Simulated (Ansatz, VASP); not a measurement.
# One calculation of HfO2, two programs

The input INCAR:

```
SYSTEM = HfO2
PREC = Accurate ; ENCUT = 520
EDIFF = 1E-6 ; ISMEAR = -1
SIGMA = 0.05 ; LREAL = .False.
LASPH = .True. ; NELM = 100
ALGO = Normal ; ISIF = 2
LWAVE = .False. ; LCHARG = .False.
GGA = RP ; NBANDS = 56
```

Contents of KPOINTS:

```
Automatic mesh
0
Gamma
  4 4 5
  0 0 0
```

POSCAR

```
HfO2
1.0
    5.0803194000      0.0000000000      0.0000000000
    0.0000000000      5.1648674500      0.0000000000
    0.0000000000      0.0000000000      4.8908836500
Hf O
4 8
Direct
    0.2225908200      0.7817995800      0.2720679400
    0.7225908200      0.7182004200      0.7279320600
    0.7774091800      0.2182004200      0.2720679400
    0.2774091800      0.2817995800      0.7279320600
    0.1868153200      0.1636487800      0.1045346200
    0.6868153200      0.3363512200      0.8954653800
    0.8131846800      0.8363512200      0.1045346200
    0.3131846800      0.6636487800      0.8954653800
    0.0000000000      0.5000000000      0.4890544500
    0.5000000000      0.0000000000      0.5109455500
    0.0000000000      0.0000000000      0.5756249900
    0.5000000000      0.5000000000      0.4243750100
```

input.yaml

```yaml
crystal:
  lattice:
    - [5.0803194, 0.0, 0.0]
    - [0.0, 5.16486745, 0.0]
    - [0.0, 0.0, 4.89088365]
  atoms:
    - { symbol: Hf, position: [0.22259082, 0.78179958, 0.27206794] }
    - { symbol: Hf, position: [0.72259082, 0.71820042, 0.72793206] }
    - { symbol: Hf, position: [0.77740918, 0.21820042, 0.27206794] }
    - { symbol: Hf, position: [0.27740918, 0.28179958, 0.72793206] }
    - { symbol: O, position: [0.18681532, 0.16364878, 0.10453462] }
    - { symbol: O, position: [0.68681532, 0.33635122, 0.89546538] }
    - { symbol: O, position: [0.81318468, 0.83635122, 0.10453462] }
    - { symbol: O, position: [0.31318468, 0.66364878, 0.89546538] }
    - { symbol: O, position: [0.0, 0.5, 0.48905445] }
    - { symbol: O, position: [0.5, 0.0, 0.51094555] }
    - { symbol: O, position: [0.0, 0.0, 0.57562499] }
    - { symbol: O, position: [0.5, 0.5, 0.42437501] }
hamiltonian:
  xc: rpbe
  pseudopotentials: { kind: paw }
kpoints:
  mp_grid: { grid: [4, 4, 5] }
  band_path:
    path:
      - [[0.0, 0.0, 0.0], [0.0, 0.0, 0.5], [0.5, 0.0, 0.5], [0.5, 0.0, 0.0], [0.0, 0.0, 0.0], [0.0, 0.5, 0.0], [0.0, 0.5, 0.5], [0.5, 0.5, 0.5], [0.5, 0.5, 0.0], [0.0, 0.5, 0.0]]
      - [[0.5, 0.0, 0.0], [0.5, 0.5, 0.0]]
      - [[0.0, 0.5, 0.5], [0.0, 0.0, 0.5]]
      - [[0.5, 0.0, 0.5], [0.5, 0.5, 0.5]]
    npoints: 10
scf:
  occupations: { method: fermi_dirac, width: 0.05 }
  n_extra_bands: 30
output:
  forces: true
  stress: true
  eigenvalues: true
  fatbands: false
```

Alike in both runs: functional RPBE; k mesh 4 × 4 × 5; occupations fermi-dirac, width 0.05 eV; no spin polarisation.

|  | VASP | Ansatz |
| --- | --- | --- |
| version | VASP 6.6.1 | Ansatz 0.2.0 |
| potentials or method | VASP PAW PBE potentials, release 64 (Hf_pv, O) | Ansatz PAW |
| plane-wave cutoff (eV) | 520 | 420 |
| valence electrons in the cell | 88 | 152 |
| task | single point | band structure |

Ansatz gave:

```
gap on the k mesh at the Fermi level (eV)                     : 4.01
least direct gap on the mesh (eV)                             : 4.01
pressure (GPa)                                                : 15.3
traceless stress, the component that is largest in VASP (GPa) : -0.68
rms of the force components (eV/Å)                            : 0.102
```

Task: What did VASP give for the same quantities?

Result: gap on the k mesh at the Fermi level (eV): 3.98; least direct gap on the mesh (eV): 3.98; pressure (GPa): 11.7; traceless stress, the component that is largest in VASP (GPa): -0.48; rms of the force components (eV/Å): 0.062.

VASP's potentials were made for PBE, not for RPBE. Atom by atom the forces differ by 0.043 eV/Å (rms over components). VASP's potentials hold 88 valence electrons a cell and Ansatz's 152, so a difference there can come from the potentials and not from the codes.

Neither program's run includes spin-orbit coupling. Noted on Ansatz's run: the k mesh misses the band edges, so the gap on the mesh is wider than the one along the path.
